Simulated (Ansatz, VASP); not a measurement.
**Tc in VASP and in Ansatz**

```
CELL_PARAMETERS angstrom
0.00000 1.91694 1.91694
1.91694 0.00000 1.91694
1.91694 1.91694 0.00000
ATOMIC_POSITIONS crystal
Tc 0.00000 0.00000 0.00000
```

Change from the starting cell: volume scaled by 0.95.

Alike in both runs: task single point; functional PBE; k mesh 18 × 18 × 18; occupations fermi-dirac, width 0.03 eV; no spin polarisation.

```csv
,VASP,Ansatz
version,VASP 6.6.1,Ansatz 0.2.0
potentials or method,"VASP PAW PBE potentials, release 64 (Tc_pv), cutoff 520 eV","all-electron LAPW, scalar-relativistic"
```

```tsv
	VASP	Ansatz	Ansatz less VASP
pressure (GPa)	8.7	9.3	+0.62
```

Ansatz ran all-electron here, and VASP with PAW potentials.
